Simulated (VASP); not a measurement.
Hg: single point with PBE+D3(BJ)

Hg:

```
Hg
1.0
     5.27233    0.00000    0.00000
    -2.63617    4.56598    0.00000
     0.00000    0.00000    3.10720
Hg
3
Direct
  0.33333 0.66667 0.50000
  0.00000 0.00000 0.00000
  0.66667 0.33333 0.50000
```

| Property | Result |
| --- | --- |
| Program | VASP 6.6.1 |
| Task | single point |
| Functional | PBE |
| Dispersion | D3(BJ) |
| Potentials or basis | VASP PAW PBE potentials, release 64 (Hg_sv_GW) |
| Cutoff | 550 eV |
| k mesh | 9 × 9 × 14 |
| Occupations | gaussian, width 0.1 eV |
| Spin | no spin polarisation |
| Dipole correction | no |
| Further INCAR settings | ALGO = Normal; EDIFF = 1e-06; NBANDS = 37 |

The pressure is 0.7 GPa. The band gap on the k mesh is zero (bands 30 and 31 overlap by 3.92 eV) and the dispersion energy per atom is -0.420 eV.

Levels at points of the mesh, in eV from the Fermi level:
| k point | band 26 | band 27 | band 28 | band 29 | band 30 | band 31 | band 32 | band 33 | band 34 | band 35 |
| --- | --- | --- | --- | --- | --- | --- | --- | --- | --- | --- |
| (0.00, 0.00, 0.00) | -6.25 | -5.71 | -5.71 | -1.16 | -0.74 | 1.91 | 1.91 | 1.96 | 1.96 | 8.42 |
| (0.00, 0.00, 0.50) | -5.83 | -5.42 | -3.17 | -2.77 | 2.75 | 3.41 | 3.44 | 3.77 | 4.23 | 4.23 |

Run time: 3.2 min on 1 thread of Intel(R) Xeon(R) Platinum 8259CL CPU @ 2.50GHz (Skylake/Cascade Lake), with other jobs on the host, peak memory 0.38 GiB.

Caveat: spin-orbit coupling is left out, which moves the levels of the heavy elements.
